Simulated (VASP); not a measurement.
Set up this calculation in VASP 6.6.1, as the native input.

| Item | Value |
| --- | --- |
| Task | single point |
| Functional | PBE |
| Potentials or basis | VASP PAW PBE potentials, release 64 (Zn, Se) |
| Cutoff | 520 eV |
| k mesh | 14 × 14 × 14 |
| Occupations | fermi-dirac, width 0.05 eV |
| Spin | no spin polarisation |
| Dipole correction | no |
| Further INCAR settings | ALGO = Normal; EDIFF = 1e-07; NBANDS = 16 |

The structure of ZnSe (rocksalt type) lies in POSCAR:

```
ZnSe
1.0
    0.0000000000      2.6193686313      2.6193686313
    2.6193686313      0.0000000000      2.6193686313
    2.6193686313      2.6193686313      0.0000000000
Zn Se
1 1
Direct
    0.0000000000      0.0000000000      0.0000000000
    0.5000000000      0.5000000000      0.5000000000
```

The input as run:

INCAR

```
SYSTEM = ZnSe
  PREC = Accurate
  ENCUT = 520
  EDIFF = 1E-7
  ISMEAR = -1
  SIGMA = 0.05
  LREAL = .FALSE.
  LASPH = .TRUE.
  NELM = 60
  ALGO = Normal
  ISIF = 2
  LWAVE = .FALSE.
  LCHARG = .FALSE.
  GGA = PE
  NBANDS = 16
```

KPOINTS

```
regular mesh
0
G
  14 14 14
  0 0 0
```

Potentials or basis: VASP PAW PBE potentials, release 64 (Zn, Se).

The run is started by

```console
$ cat potpaw_PBE.64/Zn/POTCAR potpaw_PBE.64/Se/POTCAR > POTCAR
$ mpirun -np 1 vasp_std > vasp.out
```

It gave:

```
Pressure               : 6.4 GPa
Band gap on the k mesh : zero (bands 9 and 10 overlap by 1.09 eV)
```

Caveat: the cell stands under pressure.

It took 35 s on 1 thread of Intel(R) Xeon(R) Platinum 8488C (Sapphire Rapids), with other jobs on the host, peak memory 0.19 GiB.
